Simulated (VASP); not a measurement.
Wanted: the native input for a VASP 6.6.1 run.

| Item | Value |
| --- | --- |
| Task | single point |
| Functional | LDA |
| Potentials or basis | VASP PAW LDA potentials, release 64 (K_sv) |
| Cutoff | 520 eV |
| k mesh | 6 × 6 × 12 |
| Occupations | gaussian, width 0.15 eV |
| Spin | no spin polarisation |
| Dipole correction | no |
| Further INCAR settings | ALGO = Fast; EDIFF = 1e-07; NBANDS = 10 |

The structure of K lies in POSCAR:

```
K
1.0
   10.2176995390      0.0000000000      0.0000000000
    0.0000000000     10.2176995390      0.0000000000
    0.0000000000      0.0000000000      4.2084928948
K
1
Direct
    0.0000000000      0.0000000000      0.0000000000
```

This cell differs from its parent crystal: ratio of the length along z to the lengths across it x 0.96, volume and fractional coordinates fixed.

One way to write it, as run:

INCAR

```
PREC = Accurate
ENCUT = 520
EDIFF = 1E-7
ISMEAR = 0
SIGMA = 0.15
LREAL = False
LASPH = True
NELM = 60
ALGO = Fast
ISIF = 2
LWAVE = False
LCHARG = True
LELF = True
LVHAR = True
NBANDS = 10
```

KPOINTS

```
Automatic mesh
0
Gamma
  6 6 12
```

Potentials or basis: VASP PAW LDA potentials, release 64 (K_sv).

The run is started by

```sh
$ cat potpaw_LDA.64/K_sv/POTCAR > POTCAR
$ mpirun -np 1 vasp_std > vasp.out
```

It gave:

The pressure is 0.0 GPa and the band gap on the k mesh is zero (an odd number of electrons rules out a gap without spin polarisation).

Wall time 8 min on 1 thread of Intel(R) Xeon(R) Platinum 8259CL CPU @ 2.50GHz (Skylake/Cascade Lake), on a shared host, peak memory 0.54 GiB.
